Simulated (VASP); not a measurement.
# CaO (Cc) in VASP: relaxation of cell and atoms with PBE

Aim: the relaxation of cell and atoms of CaO with PBE.

All numbers are computed with VASP 6.6.1; they aren't measurements. Logs are shortened: lines on timing, memory, paths and dates and some standing lists are left out, and cuts for length are marked.

### Step 1. The cell of the first run

The structure is monoclinic, space group Cc (No. 9). Conventional cell: a = 5.173 Å, b = 3.850 Å, c = 5.859 Å, α = 90.00°, β = 109.19°, γ = 90.00°. Ca (site symmetry 1) has 7 O at 2.31 to 3.36 Å and 8 Ca at 3.20 to 3.27 Å within 3.4 Å. Within 3.4 Å of O (site symmetry 1) lie 7 Ca at 2.31 to 3.36 Å and 8 O at 3.20 to 3.27 Å.

The cell was generated, and may not be a known phase.

### Step 2. Relaxation of cell and atoms, PBE

INCAR

```
SYSTEM = CaO
ALGO = Normal ; EDIFF = 1E-6
EDIFFG = -0.04 ; ENCUT = 600
GGA = PE ; IBRION = 2
ISIF = 3 ; ISMEAR = 0
LASPH = .True. ; LCHARG = .False.
LREAL = .False. ; LWAVE = .False.
NELM = 80 ; NSW = 90
PREC = Accurate ; SIGMA = 0.1
```

KPOINTS

```
k-points
0
Gamma
  6 6 4
  0 0 0
```

POSCAR

```
CaO
1.0
    2.5866921400     -1.9249455200      0.0000000000
    2.5866921400      1.9249455200      0.0000000000
   -1.9260120800      0.0000000000      5.5338183100
Ca O
2 2
Direct
    0.4901093500      0.8223851100      0.6464666700
    0.8223851100      0.4901093500      0.1464666700
    0.1776148900      0.5098906500      0.8535333300
    0.5098906500      0.1776148900      0.3535333300
```

Potentials or basis: VASP PAW PBE potentials, release 64 (Ca_sv, O).

The run is started by

```bash
$ cat potpaw_PBE.64/Ca_sv/POTCAR potpaw_PBE.64/O/POTCAR > POTCAR
$ mpirun -np 1 vasp_std > vasp.out
```

OUTCAR:

```text
SYSTEM = CaO
   EDIFF = 1E-6
   EDIFFG = -0.04
   ENCUT = 600
   GGA = PE
   IBRION = 2
   ISIF = 3
   ISMEAR = 0
   LASPH = .True.
   LREAL = .False.
   NELM = 80
   NSW = 90
   PREC = Accurate

 ion  position               nearest neighbor table
   1  0.490  0.822  0.646-   3 2.31   3 2.31   4 2.32   3 2.32   4 2.32
   2  0.822  0.490  0.146-   4 2.31   4 2.31   3 2.32   4 2.32   3 2.32
   3  0.178  0.510  0.854-   1 2.31   1 2.31   2 2.32   1 2.32   2 2.32
   4  0.510  0.178  0.354-   2 2.31   2 2.31   1 2.32   2 2.32   1 2.32

  LATTYP: Found a base centered monoclinic cell.
 ALAT       =     5.1733842800
 B/A-ratio  =     0.7441726405
 C/A-ratio  =     1.1326064628
 COS(beta)  =    -0.3287041840

  Lattice vectors:

 A1 = (   2.5866921400,  -1.9249455200,   0.0000000000)
 A2 = (   2.5866921400,   1.9249455200,   0.0000000000)
 A3 = (  -1.9260120800,   0.0000000000,   5.5338183100)

Analysis of symmetry for initial positions (statically):
=====================================================================
 Subroutine PRICEL returns:
 Original cell was already a primitive cell.

 Routine SETGRP: Setting up the symmetry group for a
 base centered monoclinic supercell.

 Subroutine GETGRP returns: Found  2 space group operations
 (whereof  1 operations were pure point group operations)
 out of a pool of  4 trial point group operations.

The static configuration has the point symmetry C_1 .
 The point group associated with its full space group is C_1h.

Analysis of symmetry for dynamics (positions and initial velocities):
=====================================================================
 Subroutine PRICEL returns:
 Original cell was already a primitive cell.

 Routine SETGRP: Setting up the symmetry group for a
 base centered monoclinic supercell.

 Subroutine GETGRP returns: Found  2 space group operations
 (whereof  1 operations were pure point group operations)
 out of a pool of  4 trial point group operations.

The dynamic configuration has the point symmetry C_1 .
 The point group associated with its full space group is C_1h.

 Subroutine INISYM returns: Found  2 space group operations
 (whereof  1 operations are pure point group operations),
 and found     1 'primitive' translations

----------------------------------------------------------------------------------------

                                     Primitive cell

  volume of cell :      55.1084

  direct lattice vectors                    reciprocal lattice vectors
     2.586692140 -1.924945520  0.000000000     0.193297065 -0.259747611  0.067275878
     2.586692140  1.924945520  0.000000000     0.193297065  0.259747611  0.067275878
    -1.926012080  0.000000000  5.533818310     0.000000000  0.000000000  0.180707053
[... 109 lines left out ...]
  volume/ion in A,a.u.               =      13.78        92.97
  Fermi-wavevector in a.u.,A,eV,Ry     =   1.365795  2.580978 25.380247  1.865396
  Thomas-Fermi vector in A             =   2.491992
   LORBIT       =      0    0 simple, 1 ext, 2 COOP (PROOUT), +10 PAW based schemes
   GGA     = PE    functional components
   LHFCALC =     F    Hartree Fock is set to
   AEXX    =    0.0000 exact exchange contribution
   IVDW    =     0    specifies the selected vdW correction
   LEPSILON=     F    determine dielectric tensor
   LRPA    =     F    only Hartree local field effects (RPA)
 conjugate gradient relaxation of ions
 non-spin polarized calculation
 Gauss-broadening in eV      SIGMA  =   0.10
  energy-cutoff  :      600.00
  volume of cell :       55.11
 maximum number of plane-waves:      1861
 NGX is ok and might be reduce to    28
   NGX = 13   NGY = 13   NGZ = 23

--------------------------------------- Ionic step        1  -------------------------------------------

 number of electron      32.0000001 magnetization

 Free energy of the ion-electron system (eV)
  ---------------------------------------------------
  ext. energy  EPLUGINS =         0.00000000
  ---------------------------------------------------
  free energy    TOTEN  =       -24.65282940 eV

  energy without entropy =      -24.65282940  energy(sigma->0) =      -24.65282940

------------------------ aborting loop because EDIFF is reached ----------------------------------------

  FORCE on cell =-STRESS in cart. coord.  units (eV):
  Direction    XX          YY          ZZ          XY          YZ          ZX
  --------------------------------------------------------------------------------------
  -------------------------------------------------------------------------------------
  Total        4.2217677     -0.4380130      3.9674957      0.0000000      0.0000000      0.6695392
  in kB      122.7402025    -12.7344300    115.3477079      0.0000000      0.0000000     19.4656336
  external PRESSURE =      75.1178268 kB  Pullay stress =       0.0000000 kB
[... 95 lines left out ...]
  FREE ENERGIE OF THE ION-ELECTRON SYSTEM (eV)
  ---------------------------------------------------
  free  energy   TOTEN  =       -24.9109580927 eV

  energy  without entropy=      -24.9109580927  energy(sigma->0) =      -24.91095809

 E-fermi :   2.0992     XC(G=0):  -9.9940

 val. band max:        1.6931672624   @ k =   0.0000   0.0000   0.0000
 cond. band min:       5.6545389624   @ k =   0.0000   0.0000   0.0000
 fundamental gap:      3.9613717000
 Fermi energy:         2.0991944101

 k-point     1 :       0.0000    0.0000    0.0000
  band No.  band energies     occupation
      1     -36.0503      2.00000
      2     -35.9826      2.00000
      3     -17.7310      2.00000
      4     -16.9693      2.00000
      5     -16.9298      2.00000
      6     -16.8756      2.00000
[... 541 lines left out ...]
     19       7.9904      0.00000
     20       8.3768      0.00000

 [... further k-points ...]

[... ionic steps 4 to 14 ...]

--------------------------------------- Ionic step       15  -------------------------------------------

 number of electron      32.0000002 magnetization

------------------------ aborting loop because EDIFF is reached ----------------------------------------
[... 71 lines left out ...]
--------------------------------------- Ionic step       17  -------------------------------------------

 number of electron      32.0000003 magnetization

 Free energy of the ion-electron system (eV)
  ---------------------------------------------------
  ext. energy  EPLUGINS =         0.00000000
  ---------------------------------------------------
  free energy    TOTEN  =       -25.61298127 eV

  energy without entropy =      -25.61298127  energy(sigma->0) =      -25.61298127

 E-fermi :   2.6820     XC(G=0): -10.3800

 val. band max:        2.2409611277   @ k =   0.0000   0.0000   0.0000
 cond. band min:       5.8788894773   @ k =   0.5000   0.5000   0.0000
 fundamental gap:      3.6379283496
 Fermi energy:         2.6820367921

 k-point     1 :       0.0000    0.0000    0.0000
  band No.  band energies     occupation
      1     -35.4786      2.00000
      2     -35.3848      2.00000
      3     -17.2863      2.00000
      4     -16.3076      2.00000
      5     -16.3068      2.00000
      6     -16.2568      2.00000
[... 574 lines left out ...]
  FREE ENERGIE OF THE ION-ELECTRON SYSTEM (eV)
  ---------------------------------------------------
  free  energy   TOTEN  =       -25.6129812666 eV

  energy  without entropy=      -25.6129812666  energy(sigma->0) =      -25.61298127

 reached required accuracy - stopping structural energy minimisation
```

Wall time 11 min (1 thread of Oxide Virtual Turin-like, shared host); peak memory 0.2 GiB.

Results:

```yaml
Free_energy: -25.6130 eV
Relaxed_volume: 14.15 Å³/atom
Relaxed_cell: a = 3.419 Å, b = 3.419 Å, c = 5.929 Å, α = 106.75°, β = 106.75°, γ = 60.04°
Space_group_after_relaxing_to_0.1_Å: Fm-3m (No. 225)
Energy_gained_by_relaxing: 240.0 meV/atom
Ionic_steps: 17
Pressure_after_relaxing: 0.0 GPa
Largest_force_after_relaxing: 0.017 eV/Å
Band_gap_on_the_k_mesh: 3.64 eV (least direct gap 4.02 eV)
```

Forces in eV/Å, atoms in the order of the input:
```
Ca  -0.004 -0.003 -0.007
Ca  -0.004  0.003 -0.007
O    0.004  0.015  0.007
O    0.004 -0.015  0.007
```

Stress tensor (GPa, compression positive):
```
 0.01  0.00 -0.02
 0.00  0.03  0.00
-0.02  0.00 -0.12
```

Step by step:
```csv
step,energy change (eV),largest force (eV/Å),pressure (GPa),volume (Å³)
1,0.0000,0.4498,7.51,55.11
2,-0.2492,0.3496,-1.90,60.36
3,-0.2581,0.3365,-4.03,61.94
4,-0.4418,0.4625,-3.02,61.39
5,-0.5081,0.5895,-2.12,60.76
6,-0.6092,0.5373,0.61,58.51
7,-0.6329,0.5090,3.23,56.80
8,-0.7023,0.4586,1.82,57.13
9,-0.8190,0.5160,-1.50,58.10
10,-0.8303,0.5186,-2.42,58.49
11,-0.9021,0.4056,-0.52,57.17
12,-0.9060,0.3910,0.22,56.80
13,-0.9352,0.2665,-0.42,57.00
14,-0.9505,0.0935,-1.24,57.32
15,-0.9576,0.0258,0.71,56.23
16,-0.9578,0.0318,0.44,56.38
17,-0.9602,0.0168,-0.03,56.62
```

Final structure:
```
Ca O
1.0
     2.95998   -1.71052    0.04569
     2.95998    1.71052    0.04569
    -2.05940    0.00000    5.55956
Ca O
2 2
Direct
  0.37496 0.87541 0.62521
  0.87541 0.37496 0.12521
  0.12568 0.62394 0.87479
  0.62394 0.12568 0.37479
```
